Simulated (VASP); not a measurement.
Here is a VASP 6.6.1 calculation.

INCAR

```
SYSTEM = PbSe
PREC     = Accurate       ! precision mode
ENCUT    = 500            ! plane-wave cutoff, eV
EDIFF    = 1E-6           ! SCF threshold, eV
ISMEAR   = 0              ! smearing method
SIGMA    = 0.01           ! smearing width, eV
LREAL    = .False.        ! projectors in reciprocal space
LASPH    = .True.         ! aspherical terms in the spheres
NELM     = 120            ! most SCF steps
ALGO     = Normal         ! electronic algorithm
ISIF     = 2              ! what is computed and relaxed
LWAVE    = .False.        ! write WAVECAR
LCHARG   = .False.        ! write CHGCAR
GGA      = PE             ! functional
IVDW     = 12             ! dispersion correction
NBANDS   = 17             ! bands
GGA_COMPAT= .False.
```

KPOINTS

```
regular mesh
0
Gamma
  3 3 3
  0 0 0
```

File POSCAR:

```
PbSe
1.0
    4.3138849558     -0.0000013193      0.0044401087
    2.1569413354      3.7359346203      0.0044401087
    2.1605674307      1.2474041877      3.5371019590
Pb Se
1 1
Direct
    0.0000000000      0.0000000000      0.0000000000
    0.5000000000      0.5000000000      0.5000000000
```

Potentials or basis: VASP PAW PBE potentials, release 64 (Pb_d, Se).

Launch:

```console
$ cat potpaw_PBE.64/Pb_d/POTCAR potpaw_PBE.64/Se/POTCAR > POTCAR
$ mpirun -np 1 vasp_std > vasp.out
```

Q: What does it give for the pressure?

A: -0.3 GPa.

Q: Estimate the dispersion energy per atom.

A: -0.371 eV.

Stress tensor (GPa, compression positive):
```
-0.23  0.05 -0.10
 0.05 -0.29 -0.06
-0.10 -0.06 -0.37
```

Caveat: the k points lie up to 0.59 Å⁻¹ apart; three body term missing.
